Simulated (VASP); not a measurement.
Input of a VASP 6.6.1 run:

File INCAR:

```
SYSTEM = Be
ALGO     = Normal         ! electronic algorithm
EDIFF    = 1E-6           ! SCF threshold, eV
ENCUT    = 520            ! plane-wave cutoff, eV
GGA      = CA             ! functional
ISIF     = 2              ! what is computed and relaxed
ISMEAR   = -1             ! smearing method
ISYM     = 0            
LASPH    = .TRUE.         ! aspherical terms in the spheres
LCHARG   = .FALSE.        ! write CHGCAR
LREAL    = .FALSE.        ! projectors in reciprocal space
LWAVE    = .FALSE.        ! write WAVECAR
NBANDS   = 9              ! bands
NELM     = 100            ! most SCF steps
PREC     = Accurate       ! precision mode
SIGMA    = 0.1            ! smearing width, eV
```

The input KPOINTS:

```
k-points
0
G
  16 16 11
  0 0 0
```

Contents of POSCAR:

```
Be
1.0
   -1.5002586272      1.2300474880      1.0976526415
    1.2300474880     -1.5002586272      1.0976526415
    2.7152468218      2.7152468218     -1.5925448380
Be
2
Direct
    0.9583948535      0.0416051465      0.0000000000
    0.7916051465      0.2083948535      0.5000000000
```

Potentials or basis: VASP PAW LDA potentials, release 64 (Be).

Command:

```console
$ cat potpaw_LDA.64/Be/POTCAR > POTCAR
$ mpirun -np 1 vasp_std > vasp.out
```

(1) Estimate the band gap on the k mesh.

(2) Predict the pressure.

## Answers

(1) zero (bands 2 and 3 overlap by 1.58 eV).

(2) 0.5 GPa.
